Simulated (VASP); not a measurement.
# Hg in VASP: notebook, part 2 of 3

VASP 6.6.1. Earlier steps stand in the parts before.

## 4. Electric field gradients, PBEsol (22.57 Å³/atom)

This run uses another cell than the first one, of 22.57 Å³/atom.

Contents of INCAR:

```
SYSTEM = Hg
PREC = Accurate
ENCUT = 410
EDIFF = 1E-8
ISMEAR = -1
SIGMA = 0.05
LREAL = .False.
LASPH = .True.
NELM = 120
ALGO = Normal
ISIF = 2
LWAVE = .False.
LCHARG = .False.
GGA = PS
LEFG = .True.
NBANDS = 37
GGA_COMPAT = .False.
```

Contents of KPOINTS:

```
Automatic mesh
0
Gamma
  8 8 9
  0 0 0
```

Contents of POSCAR:

```
Hg
1.0
    4.5095312905      0.0000000000      0.0000000000
   -2.2547656452      3.9053686567      0.0000000000
    0.0000000000      0.0000000000      3.8440260630
Hg
3
Direct
    0.3333333333      0.6666666667      0.5000000000
    0.0000000000      0.0000000000      0.0000000000
    0.6666666667      0.3333333333      0.5000000000
```

Potentials or basis: VASP PAW PBE potentials, release 64 (Hg_sv_GW).

Command:

```sh
$ cat potpaw_PBE.64/Hg_sv_GW/POTCAR > POTCAR
$ mpirun -np 1 vasp_std > vasp.out
```

OUTCAR:

```text
SYSTEM = Hg
   PREC = Accurate
   ENCUT = 410
   EDIFF = 1E-8
   ISMEAR = -1
   LREAL = .False.
   LASPH = .True.
   NELM = 120
   ISIF = 2
   GGA = PS

 ion  position               nearest neighbor table
   1  0.333  0.667  0.500-   3 2.60   3 2.60   3 2.60   2 3.24   2 3.24   2 3.24   2 3.24   2 3.24
                             2 3.24
   2  0.000  0.000  0.000-   1 3.24   3 3.24   1 3.24   3 3.24   1 3.24   1 3.24   3 3.24   3 3.24
                             3 3.24   3 3.24   1 3.24   1 3.24
   3  0.667  0.333  0.500-   1 2.60   1 2.60   1 2.60   2 3.24   2 3.24   2 3.24   2 3.24   2 3.24
                             2 3.24

  LATTYP: Found a hexagonal cell.
 ALAT       =     4.5095312905
 C/A-ratio  =     0.8524225281

  Lattice vectors:

 A1 = (   4.5095312905,   0.0000000000,   0.0000000000)
 A2 = (  -2.2547656452,   3.9053686567,   0.0000000000)
 A3 = (   0.0000000000,   0.0000000000,   3.8440260630)

Analysis of symmetry for initial positions (statically):
=====================================================================
 Subroutine PRICEL returns:
 Original cell was already a primitive cell.

 Routine SETGRP: Setting up the symmetry group for a
 hexagonal supercell.

 Subroutine GETGRP returns: Found 24 space group operations
 (whereof 24 operations were pure point group operations)
 out of a pool of 24 trial point group operations.

The static configuration has the point symmetry D_6h.

Analysis of symmetry for dynamics (positions and initial velocities):
=====================================================================
 Subroutine PRICEL returns:
 Original cell was already a primitive cell.

 Routine SETGRP: Setting up the symmetry group for a
 hexagonal supercell.

 Subroutine GETGRP returns: Found 24 space group operations
 (whereof 24 operations were pure point group operations)
 out of a pool of 24 trial point group operations.

The dynamic configuration has the point symmetry D_6h.

 Subroutine INISYM returns: Found 24 space group operations
 (whereof 24 operations are pure point group operations),
 and found     1 'primitive' translations

----------------------------------------------------------------------------------------

                                     Primitive cell

  volume of cell :      67.6986

  direct lattice vectors                    reciprocal lattice vectors
     4.509531291  0.000000000  0.000000000     0.221752536  0.128028886  0.000000000
    -2.254765645  3.905368657  0.000000000     0.000000000  0.256057773  0.000000000
     0.000000000  0.000000000  3.844026063     0.000000000  0.000000000  0.260143918

  length of vectors
     4.509531291  4.509531290  3.844026063     0.256057773  0.256057773  0.260143918

  position of ions in fractional coordinates (direct lattice)
     0.333333333  0.666666667  0.500000000
     0.000000000  0.000000000  0.000000000
     0.666666667  0.333333333  0.500000000

  ion indices of the primitive-cell ions
   primitive index   ion index
                 1           1
[... 83 lines left out ...]
   TEBEG  =    0.0;   TEEND  =   0.0 temperature during run
   PSTRESS=    0.0 pullay stress
   NELECT =      60.0000    total number of electrons
   NUPDOWN=      -1.0000    fix difference up-down
   EMIN   =  10.00;   EMAX   =-10.00  energy-range for DOS
   EFERMI =   0.00;   METHOD = LEGACY
   ISMEAR =    -1;   SIGMA  =   0.05  broadening in eV -4-tet -1-fermi 0-gaus
   EFERMI_NEDOS =   21; number of points for ismear=-14 and -15
   IALGO  =     38    algorithm
   IMIX   =      4    mixing-type and parameters
     AMIX     =   0.40;   BMIX     =  1.00
     AMIX_MAG =   1.60;   BMIX_MAG =  1.00
  volume/ion in A,a.u.               =      22.57       152.28
  Fermi-wavevector in a.u.,A,eV,Ry     =   1.572529  2.971649 33.645132  2.472847
  Thomas-Fermi vector in A             =   2.673950
   LORBIT       =      0    0 simple, 1 ext, 2 COOP (PROOUT), +10 PAW based schemes
   GGA     = PS    functional components
   LHFCALC =     F    Hartree Fock is set to
   AEXX    =    0.0000 exact exchange contribution
   IVDW    =     0    specifies the selected vdW correction
   LEPSILON=     F    determine dielectric tensor
   LRPA    =     F    only Hartree local field effects (RPA)
 non-spin polarized calculation
  energy-cutoff  :      410.00
  volume of cell :       67.70
 maximum number of plane-waves:      1303
 NGX is ok and might be reduce to    30
   NGX = 15   NGY = 15   NGZ = 13

 number of electron      60.0000022 magnetization

 Free energy of the ion-electron system (eV)
  ---------------------------------------------------
  ext. energy  EPLUGINS =         0.00000000
  ---------------------------------------------------
  free energy    TOTEN  =        -1.05737625 eV

  energy without entropy =       -1.04740534  energy(sigma->0) =       -1.05239079

 E-fermi :   6.5448     XC(G=0): -11.7320

 val. band max:        6.5301022224   @ k =   0.2500   0.1250   0.3333
 cond. band min:       6.5584478999   @ k =   0.3750   0.1250   0.3333
 fundamental gap:      0.0283456775
 Fermi energy:         6.5448239152

 k-point     1 :       0.0000    0.0000    0.0000
  band No.  band energies     occupation
      1    -109.0415      2.00000
      2    -109.0226      2.00000
      3    -108.4726      2.00000
      4     -57.4712      2.00000
      5     -57.4712      2.00000
      6     -57.3030      2.00000
[... 949 lines left out ...]
     36      15.3616      0.00000
     37      17.2898      0.00000

 [... further k-points ...]

------------------------ aborting loop because EDIFF is reached ----------------------------------------

  FORCE on cell =-STRESS in cart. coord.  units (eV):
  Direction    XX          YY          ZZ          XY          YZ          ZX
  --------------------------------------------------------------------------------------
  -------------------------------------------------------------------------------------
  Total        4.8334249      4.8334249     -1.1526947      0.0000000      0.0000000      0.0000000
  in kB      114.3894035    114.3894035    -27.2800461      0.0000000      0.0000000      0.0000000
  external PRESSURE =      67.1662536 kB  Pullay stress =       0.0000000 kB

 VOLUME and BASIS-vectors are now :
 -----------------------------------------------------------------------------
  energy-cutoff  :      410.00
  volume of cell :       67.70
      direct lattice vectors                 reciprocal lattice vectors
     4.509531291  0.000000000  0.000000000     0.221752536  0.128028886  0.000000000
    -2.254765645  3.905368657  0.000000000     0.000000000  0.256057773  0.000000000
     0.000000000  0.000000000  3.844026063     0.000000000  0.000000000  0.260143918

 POSITION                                       TOTAL-FORCE (eV/Angst)
 -----------------------------------------------------------------------------------
     -0.00000      2.60358      1.92201         0.000000     -0.000000      0.000000
      0.00000      0.00000      0.00000         0.000000      0.000000      0.000000
      2.25477      1.30179      1.92201        -0.000000      0.000000      0.000000
 -----------------------------------------------------------------------------------
    total drift:                                0.000000      0.000000      0.000000

  FREE ENERGIE OF THE ION-ELECTRON SYSTEM (eV)
  ---------------------------------------------------
  free  energy   TOTEN  =        -1.0573762496 eV

  energy  without entropy=       -1.0474053387  energy(sigma->0) =       -1.05239079

 Electric field gradients (V/A^2)
---------------------------------------------------------------------
 ion       V_xx      V_yy      V_zz      V_xy      V_xz      V_yz
---------------------------------------------------------------------
   1    -147.721  -147.716   295.437     0.004     0.000     0.000
   2     -19.633   -19.628    39.262     0.005    -0.000    -0.000
   3    -147.721  -147.716   295.437     0.004     0.000     0.000
---------------------------------------------------------------------

 Electric field gradients after diagonalization (V/A^2)
 (convention: |V_zz| > |V_xx| > |V_yy|)
----------------------------------------------------------------------
 ion       V_xx      V_yy      V_zz     asymmetry (V_yy - V_xx)/ V_zz
----------------------------------------------------------------------
   1    -147.724  -147.713   295.437       0.000
   2     -19.636   -19.626    39.262       0.000
   3    -147.724  -147.713   295.437       0.000
----------------------------------------------------------------------

           NMR quadrupolar parameters

 Cq : quadrupolar parameter    Cq=e*Q*V_zz/h
 eta: asymmetry parameters     (V_yy - V_xx)/ V_zz
 Q  : nuclear electric quadrupole moment in mb (millibarn)
----------------------------------------------------------------------
 ion       Cq(MHz)       eta       Q (mb)
----------------------------------------------------------------------
   1       0.714       0.000       1.000
   2       0.095       0.000       1.000
   3       0.714       0.000       1.000
----------------------------------------------------------------------
```

It took 60 s on 1 thread of AMD EPYC 9R45 (Zen 5), shared host; peak memory 0.19 GiB.

What came out:

- Free energy: -1.0574 eV
- Pressure: 6.7 GPa
- Band gap on the k mesh: zero (bands 30 and 31 overlap by 5.27 eV)
- Largest electric field gradient by atom: Hg +295.4, +39.3 (each value once) V/Å²

Levels at points of the mesh, in eV from the Fermi level:
| k point | band 26 | band 27 | band 28 | band 29 | band 30 | band 31 | band 32 | band 33 | band 34 | band 35 |
| --- | --- | --- | --- | --- | --- | --- | --- | --- | --- | --- |
| (0.00, 0.00, 0.00) | -6.69 | -5.92 | -5.92 | 0.47 | 1.89 | 2.73 | 3.65 | 3.65 | 3.89 | 3.89 |
| (0.50, 0.00, 0.00) | -6.28 | -5.87 | -5.79 | -4.98 | -0.75 | 0.40 | 6.16 | 6.20 | 7.11 | 7.84 |

Electric field gradients, principal values (V/Å²):
```
atom     least    middle  greatest (by size)
1 Hg  -147.713  -147.724             295.437
2 Hg   -19.626   -19.636              39.262
3 Hg  -147.713  -147.724             295.437
```

Caveat: the stress differs along the axes, from -3 to 11 GPa; without QUAD_EFG the Cq values of the log hold for a quadrupole moment of 1 mb, not for the nuclei; the PAW data sets were made with another functional, which shifts forces and pressure a little; spin-orbit coupling is left out, which moves the levels of the heavy elements.

## 5. Electric field gradients, PBEsol (zz strain of -1 %)

Contents of INCAR:

```
SYSTEM = Hg
PREC     = Accurate       ! precision mode
ENCUT    = 410            ! plane-wave cutoff, eV
EDIFF    = 1E-8           ! SCF threshold, eV
ISMEAR   = -1             ! smearing method
SIGMA    = 0.05           ! smearing width, eV
LREAL    = .FALSE.        ! projectors in reciprocal space
LASPH    = .TRUE.         ! aspherical terms in the spheres
NELM     = 120            ! most SCF steps
ALGO     = Normal         ! electronic algorithm
ISIF     = 2              ! what is computed and relaxed
LWAVE    = .FALSE.        ! write WAVECAR
LCHARG   = .FALSE.        ! write CHGCAR
GGA      = PS             ! functional
LEFG     = .TRUE.       
NBANDS   = 37             ! bands
GGA_COMPAT= .FALSE.
```

Contents of KPOINTS:

```
Automatic mesh
0
G
  8 8 9
  0 0 0
```

Contents of POSCAR:

```
Hg
1.0
    4.5400020208      0.0000000000      0.0000000000
   -2.2700010104      3.9317570832      0.0000000000
    0.0000000000      0.0000000000      3.8313000000
Hg
3
Direct
    0.3333333333      0.6666666667      0.5000000000
    0.0000000000      0.0000000000      0.0000000000
    0.6666666667      0.3333333333      0.5000000000
```

Potentials or basis: VASP PAW PBE potentials, release 64 (Hg_sv_GW).

Command:

```sh
$ cat potpaw_PBE.64/Hg_sv_GW/POTCAR > POTCAR
$ mpirun -np 1 vasp_std > vasp.out
```

OUTCAR:

```text
SYSTEM = Hg
   PREC = Accurate
   ENCUT = 410
   EDIFF = 1E-8
   ISMEAR = -1
   LREAL = .FALSE.
   LASPH = .TRUE.
   NELM = 120
   ISIF = 2
   GGA = PS

 ion  position               nearest neighbor table
   1  0.333  0.667  0.500-   3 2.62   3 2.62   3 2.62   2 3.25   2 3.25   2 3.25   2 3.25   2 3.25
                             2 3.25
   2  0.000  0.000  0.000-   1 3.25   3 3.25   1 3.25   3 3.25   1 3.25   1 3.25   3 3.25   3 3.25
                             3 3.25   3 3.25   1 3.25   1 3.25
   3  0.667  0.333  0.500-   1 2.62   1 2.62   1 2.62   2 3.25   2 3.25   2 3.25   2 3.25   2 3.25
                             2 3.25

  LATTYP: Found a hexagonal cell.
 ALAT       =     4.5400020208
 C/A-ratio  =     0.8438983028

  Lattice vectors:

 A1 = (   4.5400020208,   0.0000000000,   0.0000000000)
 A2 = (  -2.2700010104,   3.9317570832,   0.0000000000)
 A3 = (   0.0000000000,   0.0000000000,   3.8313000000)

[... 1162 lines left out ...]
     0.000000000  0.000000000  3.831300000     0.000000000  0.000000000  0.261008013

 POSITION                                       TOTAL-FORCE (eV/Angst)
 -----------------------------------------------------------------------------------
     -0.00000      2.62117      1.91565         0.000000     -0.000000      0.000000
      0.00000      0.00000      0.00000         0.000000      0.000000      0.000000
      2.27000      1.31059      1.91565        -0.000000      0.000000      0.000000
 -----------------------------------------------------------------------------------
    total drift:                                0.000000      0.000000      0.000000

  FREE ENERGIE OF THE ION-ELECTRON SYSTEM (eV)
  ---------------------------------------------------
  free  energy   TOTEN  =        -1.1345619211 eV

  energy  without entropy=       -1.1255414599  energy(sigma->0) =       -1.13005169

 Electric field gradients (V/A^2)
---------------------------------------------------------------------
 ion       V_xx      V_yy      V_zz      V_xy      V_xz      V_yz
---------------------------------------------------------------------
   1    -142.986  -142.982   285.968     0.003     0.000     0.000
   2     -19.636   -19.632    39.268     0.004    -0.000     0.000
   3    -142.986  -142.982   285.968     0.003     0.000     0.000
---------------------------------------------------------------------

 Electric field gradients after diagonalization (V/A^2)
 (convention: |V_zz| > |V_xx| > |V_yy|)
----------------------------------------------------------------------
 ion       V_xx      V_yy      V_zz     asymmetry (V_yy - V_xx)/ V_zz
----------------------------------------------------------------------
   1    -142.988  -142.980   285.968       0.000
   2     -19.638   -19.630    39.268       0.000
   3    -142.988  -142.980   285.968       0.000
----------------------------------------------------------------------

           NMR quadrupolar parameters

 Cq : quadrupolar parameter    Cq=e*Q*V_zz/h
 eta: asymmetry parameters     (V_yy - V_xx)/ V_zz
 Q  : nuclear electric quadrupole moment in mb (millibarn)
----------------------------------------------------------------------
 ion       Cq(MHz)       eta       Q (mb)
----------------------------------------------------------------------
   1       0.691       0.000       1.000
   2       0.095       0.000       1.000
   3       0.691       0.000       1.000
----------------------------------------------------------------------
```

stdout:

```text
POSCAR found type information on POSCAR Hg
 POSCAR found :  1 types and       3 ions
 scaLAPACK will be used
 -----------------------------------------------------------------------------
|                                                                             |
|                                                                             |
|     You enforced a specific xc type in the INCAR file but a different       |
|     I HOPE YOU KNOW WHAT YOU ARE DOING!                                     |
|                                                                             |
 -----------------------------------------------------------------------------

 LDA part: xc-table for (Slater+PW92), standard interpolation
 POSCAR, INCAR and KPOINTS ok, starting setup
 FFT: planning ... GRIDC
 FFT: planning ... GRID_SOFT
 FFT: planning ... GRID
 WAVECAR not read
 entering main loop
ion   1

ion   2

ion   3
```

Run time: 54 s. Hardware: 1 thread of Intel Xeon 6975P-C (Granite Rapids), shared host; peak memory 0.21 GiB.

Results:

```yaml
Free_energy: -1.1346 eV
Pressure: 5.4 GPa
Band_gap_on_the_k_mesh: zero (bands 30 and 31 overlap by 5.08 eV)
Largest_electric_field_gradient_by_atom: Hg +286.0, +39.3 (each value once) V/Å²
```

Electric field gradients, principal values (V/Å²):
```csv
atom,least,middle,greatest (by size)
1 Hg,-142.980,-142.988,285.968
2 Hg,-19.630,-19.638,39.268
3 Hg,-142.980,-142.988,285.968
```

Caveat: the cell differs from its parent crystal (zz strain of -1 %); the stress differs along the axes, from -3 to 10 GPa; without QUAD_EFG the Cq values of the log hold for a quadrupole moment of 1 mb, not for the nuclei; the PAW data sets were made with another functional, which shifts forces and pressure a little; spin-orbit coupling is left out, which moves the levels of the heavy elements.

(Part 2 of 3 ends here.)

The gap in the log of VASP goes by the Fermi energy; the results here count the filled bands.